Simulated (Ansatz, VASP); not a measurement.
## In in VASP and in Ansatz

Contents of INCAR:

```
  PREC = Accurate
  ENCUT = 520
  EDIFF = 1E-6
  ISMEAR = -1
  SIGMA = 0.05
  LREAL = False
  LASPH = True
  NELM = 80
  ALGO = Normal
  ISIF = 2
  LWAVE = False
  LCHARG = False
  GGA = PE
  NBANDS = 12
```

KPOINTS

```
Automatic mesh
0
Gamma
  12 12 12
```

Contents of POSCAR:

```
In
1.0
    2.4513664232      0.0000000000      0.0000000000
    0.0000000000      2.4513664232      0.0000000000
    0.0000000000      0.0000000000      2.4513664232
In
1
Direct
    0.0000000000      0.0000000000      0.0000000000
```

Input for Ansatz:

```yaml
crystal:
  lattice:
    - [2.4513664232, 0.0, 0.0]
    - [0.0, 2.4513664232, 0.0]
    - [0.0, 0.0, 2.4513664232]
  atoms:
    - { symbol: In, position: [0.0, 0.0, 0.0] }
kpoints:
  mp_grid: { grid: [12, 12, 12] }
scf:
  occupations: { method: fermi_dirac, width: 0.05 }
hamiltonian:
  xc: pbe
  pseudopotentials: { kind: paw }
output:
  forces: true
  stress: true
  eigenvalues: true
  populations: true
  write_density: true
  write_potential: true
  elf: true
  volumetric_format: npy
```

Change from the starting cell: volume scaled by 0.5, PAW files.

Alike in both runs: task single point; functional PBE; k mesh 12 × 12 × 12; occupations fermi-dirac, width 0.05 eV; no spin polarisation.

```csv
,VASP,Ansatz
version,VASP 6.6.1,Ansatz 0.2.0
potentials or method,"VASP PAW PBE potentials, release 64 (In_d)","PAW with Ansatz's default frozen-core files, scalar-relativistic"
plane-wave cutoff (eV),520,420
valence electrons in the cell,13,13
```

|  | VASP | Ansatz | Ansatz less VASP |
| --- | --- | --- | --- |
| pressure (GPa) | 132.9 | 132.6 | -0.34 |

Both programs put the cell under a high pressure, so it lies far from rest at this level.

Noted on VASP's run: the cell as given lies far from equilibrium.
